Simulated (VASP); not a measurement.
# SiC (P6_3mc) in VASP: elastic constants with PBE

Aim: the elastic constants of SiC with PBE.

Program: VASP 6.6.1. These are calculated values, not measurements. Logs are shortened: lines on timing, memory, paths and dates and some standing lists are left out, and cuts for length are marked.

## (1) The cell of the first run

Symmetry: P6_3mc, No. 186, hexagonal system. The conventional cell has a = 3.094 Å, b = 3.094 Å, c = 10.129 Å, α = 90.00°, β = 90.00°, γ = 120.00°. Within 2.5 Å of Si (site symmetry 3m) lie 4 C at 1.90 Å. Within 2.5 Å of Si (site symmetry 3m) lie 4 C at 1.89 to 1.90 Å. C (site symmetry 3m) has 4 Si at 1.89 to 1.90 Å within 2.5 Å. Within 2.5 Å of C (site symmetry 3m) lie 4 Si at 1.90 Å.

## (2) Elastic constants, PBE

Contents of INCAR:

```
SYSTEM = SiC
PREC = Accurate
ENCUT = 600
EDIFF = 1E-8
ISMEAR = 0
SIGMA = 0.01
LREAL = .False.
LASPH = .True.
NELM = 80
ALGO = Normal
ISIF = 3
LWAVE = .False.
LCHARG = .False.
GGA = PE
IBRION = 6
NFREE = 2
POTIM = 0.015
NSW = 1
```

Contents of KPOINTS:

```
Automatic mesh
0
Gamma
  10 10 3
  0 0 0
```

Contents of POSCAR:

```
SiC
1.0
    3.0941283602      0.0000000000      0.0000000000
   -1.5470641801      2.6795937625      0.0000000000
    0.0000000000      0.0000000000     10.1292972363
Si C
4 4
Direct
    0.6666666667      0.3333333333      0.9378452104
    0.3333333333      0.6666666667      0.4378452104
    0.0000000000      0.0000000000      0.6879001279
    0.0000000000      0.0000000000      0.1879001279
    0.6666666667      0.3333333333      0.7498061344
    0.3333333333      0.6666666667      0.2498061344
    0.0000000000      0.0000000000      0.5004475272
    0.0000000000      0.0000000000      0.0004475272
```

Potentials or basis: VASP PAW PBE potentials, release 64 (Si, C).

The run is started by

```console
cat potpaw_PBE.64/Si/POTCAR potpaw_PBE.64/C/POTCAR > POTCAR
mpirun -np 1 vasp_std > vasp.out
```

OUTCAR:

```text
SYSTEM = SiC
   PREC = Accurate
   ENCUT = 600
   EDIFF = 1E-8
   ISMEAR = 0
   LREAL = .False.
   LASPH = .True.
   NELM = 80
   ISIF = 3
   GGA = PE
   IBRION = 6
   NFREE = 2
   POTIM = 0.015
   NSW = 1

 ion  position               nearest neighbor table
   1  0.667  0.333  0.938-   8 1.90   8 1.90   8 1.90   5 1.90   3 3.10   3 3.10   3 3.10   4 3.10
                             4 3.10   4 3.10
   2  0.333  0.667  0.438-   7 1.90   7 1.90   7 1.90   6 1.90   4 3.10   4 3.10   4 3.10   3 3.10
                             3 3.10   3 3.10
   3  0.000  0.000  0.688-   5 1.89   5 1.89   5 1.89   7 1.90   1 3.10   1 3.10   1 3.10   2 3.10
                             2 3.10   2 3.10
   4  0.000  0.000  0.188-   6 1.89   6 1.89   6 1.89   8 1.90   2 3.10   2 3.10   2 3.10   1 3.10
                             1 3.10   1 3.10
   5  0.667  0.333  0.750-   3 1.89   3 1.89   3 1.89   1 1.90
   6  0.333  0.667  0.250-   4 1.89   4 1.89   4 1.89   2 1.90
   7  0.000  0.000  0.500-   2 1.90   2 1.90   2 1.90   3 1.90
   8  0.000  0.000  0.000-   1 1.90   1 1.90   1 1.90   4 1.90

  LATTYP: Found a hexagonal cell.
 ALAT       =     3.0941283602
 C/A-ratio  =     3.2737159087

  Lattice vectors:

 A1 = (   3.0941283602,   0.0000000000,   0.0000000000)
 A2 = (  -1.5470641801,   2.6795937625,   0.0000000000)
 A3 = (   0.0000000000,   0.0000000000,  10.1292972363)

Analysis of symmetry for initial positions (statically):
=====================================================================
 Subroutine PRICEL returns:
 Original cell was already a primitive cell.

 Routine SETGRP: Setting up the symmetry group for a
 hexagonal supercell.

 Subroutine GETGRP returns: Found 12 space group operations
 (whereof  6 operations were pure point group operations)
 out of a pool of 24 trial point group operations.

The static configuration has the point symmetry C_3v.
 The point group associated with its full space group is C_6v.

[... 988 lines left out ...]
  Total       -0.0334256     -0.0334256     -0.2112428     -0.0000000     -0.0000000      0.0000000
  in kB       -0.6376810     -0.6376810     -4.0300081     -0.0000000     -0.0000000      0.0000000
  external PRESSURE =      -1.7684567 kB  Pullay stress =       0.0000000 kB
[... 23 lines left out ...]
  FREE ENERGIE OF THE ION-ELECTRON SYSTEM (eV)
  ---------------------------------------------------
  free  energy   TOTEN  =       -60.2513608878 eV

  energy  without entropy=      -60.2513608878  energy(sigma->0) =      -60.25136089

 INTERNAL STRAIN TENSORS FROM STRAINED CELLS
 ============================================

 INTERNAL STRAIN TENSOR FOR ION    1 for displacements in x,y,z  (eV/Angst):
          X           Y           Z          XY          YZ          ZX
  --------------------------------------------------------------------------------
  x    -0.00000     0.00000     0.00000    -6.87315     0.00000     4.64663
  y    -6.89573     6.91108    -0.00000    -0.00007     4.63975    -0.00001
  z     4.43354     4.43785    -7.98463     0.00019    -0.00343     0.00003

 INTERNAL STRAIN TENSORS FROM DISPLACED ATOMS
 ============================================

 INTERNAL STRAIN TENSOR FOR ION    1 for displacements in x,y,z  (eV/Angst):
          X           Y           Z          XY          YZ          ZX
  --------------------------------------------------------------------------------
  x    -0.00000     0.00000     0.00000    -6.87720     0.00000     4.63674
  y    -6.87720     6.87720     0.00000     0.00000     4.63674    -0.00000
  z     4.41299     4.41299    -7.93141     0.00000     0.00000     0.00000

 INTERNAL STRAIN TENSOR FOR ION    8 for displacements in x,y,z  (eV/Angst):
          X           Y           Z          XY          YZ          ZX
  --------------------------------------------------------------------------------
  x     0.00000     0.00000     0.00000     6.43739     0.00000    -4.51929
  y     6.43739    -6.43739    -0.00000     0.00000    -4.51929     0.00000
  z    -4.21420    -4.21420     8.41790     0.00000     0.00000     0.00000

 Eigenvectors and eigenvalues of the dynamical matrix
 ----------------------------------------------------

   1 f  =   26.797682 THz   168.374801 2PiTHz  893.874452 cm-1   110.826257 meV
             X         Y         Z           dx          dy          dz
      1.547064  0.893198  9.499713     0.000000    0.000000   -0.190856
     -0.000000  1.786396  4.435064     0.000000    0.000000    0.190856
      0.000000  0.000000  6.967945     0.000000    0.000000    0.288433
      0.000000  0.000000  1.903296     0.000000    0.000000   -0.288433
      1.547064  0.893198  7.595009    -0.000000   -0.000000   -0.166652
     -0.000000  1.786396  2.530361    -0.000000   -0.000000    0.166652
      0.000000  0.000000  5.069182    -0.000000   -0.000000   -0.593808
      0.000000  0.000000  0.004533    -0.000000   -0.000000    0.593808
[... 243 lines left out ...]
  24 f/i=    0.001015 THz     0.006378 2PiTHz    0.033861 cm-1     0.004198 meV
             X         Y         Z           dx          dy          dz
      1.547064  0.893198  9.499713    -0.060796   -0.414018    0.000000
     -0.000000  1.786396  4.435064    -0.060796   -0.414018    0.000000
      0.000000  0.000000  6.967945    -0.060800   -0.414044    0.000000
      0.000000  0.000000  1.903296    -0.060800   -0.414044    0.000000
      1.547064  0.893198  7.595009    -0.039760   -0.270766    0.000000
     -0.000000  1.786396  2.530361    -0.039760   -0.270766    0.000000
      0.000000  0.000000  5.069182    -0.039753   -0.270719    0.000000
      0.000000  0.000000  0.004533    -0.039753   -0.270719    0.000000

--------------------------------------------------------------------------------------------------------

 ELASTIC MODULI CONTR FROM IONIC RELAXATION (kBar)
 Direction    XX          YY          ZZ          XY          YZ          ZX
 --------------------------------------------------------------------------------
 XX        -413.7009    239.6816    169.5869      0.0000      0.0000     -0.0000
 YY         239.6816   -413.7009    169.5869     -0.0000      0.0000      0.0000
 ZZ         169.5869    169.5869   -331.6046      0.0000     -0.0000     -0.0000
 XY           0.0000     -0.0000      0.0000   -326.6913      0.0000     -0.0000
 YZ           0.0000      0.0000     -0.0000      0.0000   -100.9535      0.0000
 ZX          -0.0000      0.0000     -0.0000     -0.0000      0.0000   -100.9535
 --------------------------------------------------------------------------------

 TOTAL ELASTIC MODULI (kBar)
 Direction    XX          YY          ZZ          XY          YZ          ZX
 --------------------------------------------------------------------------------
 XX        4862.0298   1031.8815    497.4811      0.0000      0.0000     -0.0000
 YY        1031.8815   4862.0298    497.4811     -0.0000      0.0000      0.0000
 ZZ         497.4811    497.4811   5322.2581      0.0000     -0.0000     -0.0000
 XY           0.0000     -0.0000      0.0000   1915.0741      0.0000     -0.0000
 YZ           0.0000      0.0000     -0.0000      0.0000   1578.4083      0.0000
 ZX          -0.0000      0.0000     -0.0000     -0.0000      0.0000   1578.4084
 --------------------------------------------------------------------------------
```

Wall time 1.8 h (1 thread of Oxide Virtual Turin-like, shared host); peak memory 0.58 GiB.

Results:

```yaml
Voigt_bulk_modulus: 212 GPa
Highest_phonon_frequency_at_Γ_LO-TO_splitting_left_out: 894 cm⁻¹
```

Phonon frequencies in cm⁻¹ (negative: imaginary):
```
              q point                                                                                frequencies
(0.000, 0.000, 0.000)  0 0 0 191 191 198 198 258 258 390 398 592 748 748 757 757 762 765 765 777 777 814 885 894
```

Elastic tensor in Voigt notation (GPa, in the Cartesian axes of the cell as first typed):
```
486 103  50   0   0   0
103 486  50   0   0   0
 50  50 532   0   0   0
  0   0   0 158   0   0
  0   0   0   0 158   0
  0   0   0   0   0 192
```

Clamped-ion elastic tensor (GPa):
```
528  79  33   0   0   0
 79 528  33   0   0   0
 33  33 565   0   0   0
  0   0   0 168   0   0
  0   0   0   0 168   0
  0   0   0   0   0 224
```
